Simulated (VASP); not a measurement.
# LiH: single point with PBE

LiH:

```
Li H
1.0
     3.34759    0.00000    0.00000
    -1.67379    2.89909    0.00000
     0.00000    0.00000    4.02161
Li H
2 2
Direct
  0.33333 0.66667 0.25000
  0.66667 0.33333 0.75000
  0.66667 0.33333 0.25000
  0.33333 0.66667 0.75000
```

This cell differs from its parent crystal: epitaxial xy strain +2.9%.

- Program: VASP 6.6.1
- Task: single point
- Functional: PBE
- Potentials or basis: VASP PAW PBE potentials, release 64 (Li_sv, H)
- Cutoff: 520 eV
- k mesh: 12 × 12 × 6
- Occupations: fermi-dirac, width 0.02 eV
- Spin: no spin polarisation

The band gap on the k mesh is 1.64 eV (least direct gap 3.27 eV).

Levels at points of the mesh, in eV from the valence-band top:
```csv
k point,band 1,band 2,band 3,band 4,band 5,band 6,band 7,band 8
"(0.00, 0.00, 0.00)",-44.83,-44.78,-5.24,0.00,3.27,9.89,9.89,10.70
"(0.50, 0.00, 0.00)",-44.81,-44.79,-2.92,-2.13,4.21,6.70,6.73,8.57
"(0.00, 0.00, 0.50)",-44.81,-44.81,-3.72,-3.72,9.34,9.34,11.98,11.98
"(0.50, 0.00, 0.50)",-44.80,-44.80,-2.51,-2.51,4.10,4.10,8.97,8.97
```

Run time: 41 s on 1 thread of AMD EPYC 7R43 64-Core Processor (Zen 3), on a shared host, peak memory 0.13 GiB.

Caveat: the cell differs from its parent crystal (epitaxial xy strain +2.9%). A k mesh can miss the band edges.
